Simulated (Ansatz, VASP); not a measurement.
Two plane-wave programs on MgBe2Te3

The input INCAR:

```
SYSTEM = MgBe2Te3
PREC = Accurate
ENCUT = 600
EDIFF = 1E-6
ISMEAR = 0
SIGMA = 0.1
LREAL = .FALSE.
LASPH = .TRUE.
NELM = 80
ALGO = Normal
ISIF = 3
LWAVE = .FALSE.
LCHARG = .FALSE.
GGA = PE
IBRION = 2
NSW = 90
EDIFFG = -0.04
```

Contents of KPOINTS:

```
regular mesh
0
G
  3 3 4
  0 0 0
```

The input POSCAR:

```
MgBe2Te3
1.0
    6.1874382100      0.0000000000      0.0000000000
   -3.0937191100      5.3584786800      0.0000000000
    0.0000000000      0.0000000000      4.2389502100
Mg Be Te
1 2 3
Direct
    0.0000000000      0.0000000000      0.5000000000
    0.3333333300      0.6666666700      0.0000000000
    0.6666666700      0.3333333300      0.0000000000
    0.5000000000      0.0000000000      0.0000000000
    0.0000000000      0.5000000000      0.0000000000
    0.5000000000      0.5000000000      0.0000000000
```

Input for Ansatz:

```yaml
crystal:
  lattice:
    - [6.18743821, 0.0, 0.0]
    - [-3.09371911, 5.35847868, 0.0]
    - [0.0, 0.0, 4.23895021]
  atoms:
    - { symbol: Mg, position: [0.0, 0.0, 0.5] }
    - { symbol: Be, position: [0.33333333, 0.66666667, 0.0] }
    - { symbol: Be, position: [0.66666667, 0.33333333, 0.0] }
    - { symbol: Te, position: [0.5, 0.0, 0.0] }
    - { symbol: Te, position: [0.0, 0.5, 0.0] }
    - { symbol: Te, position: [0.5, 0.5, 0.0] }
basis:
  ecutwfc: 420
kpoints:
  mp_grid: { grid: [3, 3, 4] }
hamiltonian:
  xc: pbe
scf:
  occupations: { method: gaussian, width: 0.1 }
  lower_state_search: "off"
output:
  forces: true
  stress: true
  eigenvalues: true
relax:
  adjacent_minimum: "off"
  f_tol: 0.04
  max_steps: 70
  cell: { stress_tol: 0.4 }
```

Alike in both runs: task relaxation of cell and atoms; functional PBE; k mesh 3 × 3 × 4; occupations gaussian, width 0.1 eV; no spin polarisation.

|  | VASP | Ansatz |
| --- | --- | --- |
| version | VASP 6.6.1 | Ansatz 0.2.0 |
| potentials or method | VASP PAW PBE potentials, release 64 (Mg, Be, Te), cutoff 600 eV | scalar-relativistic, plane waves, PAW |
| valence electrons in the cell | 24 | 62 |

Ansatz gave:

| Quantity | Value |
| --- | --- |
| gap on the k mesh at the Fermi level, each at its own relaxed structure (eV) | none |
| relaxed volume (Å³/atom) | 29.91 |
| relaxed cell length with the largest relative difference (Å) | 3.210 |

What did VASP give for the same quantities?

gap on the k mesh at the Fermi level, each at its own relaxed structure (eV): none; relaxed volume (Å³/atom): 29.71; relaxed cell length with the largest relative difference (Å): 3.201.

A gap of «none» marks a metal or a gap that the smearing closes. VASP's potentials hold 24 valence electrons a cell and Ansatz's 62, so a difference there can come from the potentials and not from the codes.

The k mesh is coarse, so the values compare programs but aren't converged. Neither program's run includes spin-orbit coupling. Noted on VASP's run: the volume moved by over 15 % at a fixed basis, so the end points are rough.
